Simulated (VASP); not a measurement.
# Nb: single point with LDA

Nb:

```xyz
1
Lattice="-1.6750 1.6750 1.6750 1.6750 -1.6750 1.6750 1.6750 1.6750 -1.6750" Properties=species:S:1:pos:R:3 pbc="T T T"
Nb    0.0000    0.0000    0.0000
```

This cell differs from its parent crystal: volume scaled by 1.02.

- Program: VASP 6.6.1
- Task: single point
- Functional: LDA
- Potentials or basis: VASP PAW LDA potentials, release 64 (Nb_sv)
- Cutoff: 500 eV
- k mesh: 11 × 11 × 11
- Occupations: fermi-dirac, width 0.05 eV
- Spin: no spin polarisation

| Quantity | Value |
| --- | --- |
| Pressure | -14.5 GPa |

Levels at points of the mesh, in eV from the Fermi level:
```tsv
k point	band 4	band 5	band 6	band 7	band 8	band 9
(0.00, 0.00, 0.00)	-29.63	-5.80	0.39	0.39	0.39	3.15
```

It took 16 s on 1 thread of Intel Xeon 8259CL, on a shared host, peak memory 0.13 GiB.
